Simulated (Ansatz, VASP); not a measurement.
Two plane-wave programs on C

```
C
1.0
     3.56028    0.00000    0.00000
     0.00000   -3.56028    0.00000
     0.00000    0.00000   -3.56028
C
8
Direct
  0.47405 0.02595 0.02595
  0.00000 0.50000 0.00000
  0.00000 0.00000 0.50000
  0.50000 0.50000 0.50000
  0.75000 0.75000 0.75000
  0.25000 0.25000 0.75000
  0.25000 0.75000 0.25000
  0.75000 0.25000 0.25000
```

Alike in both runs: task single point; functional r2SCAN; k mesh 6 × 6 × 6; occupations gaussian, width 0.05 eV; no spin polarisation.

|  | VASP | Ansatz |
| --- | --- | --- |
| version | VASP 6.6.1 | Ansatz 0.2.0 |
| potentials or method | VASP PAW PBE potentials, release 64 (C_h), cutoff 910 eV | scalar-relativistic, plane waves, PAW |
| valence electrons in the cell | 32 | 32 |

Ansatz gave:

- gap on the k mesh at the Fermi level (eV): 3.05
- least direct gap on the mesh (eV): 3.05
- rms of the force components (eV/Å): 1.406

Task: Estimate VASP's values.

Result: gap on the k mesh at the Fermi level (eV): 3.05; least direct gap on the mesh (eV): 3.05; rms of the force components (eV/Å): 1.404.

VASP's potentials were made for PBE, not for r2SCAN. Atom by atom the forces differ by 0.003 eV/Å (rms over components).

Noted on VASP's run: the cutoff is short for stress, so the pressure is rough.
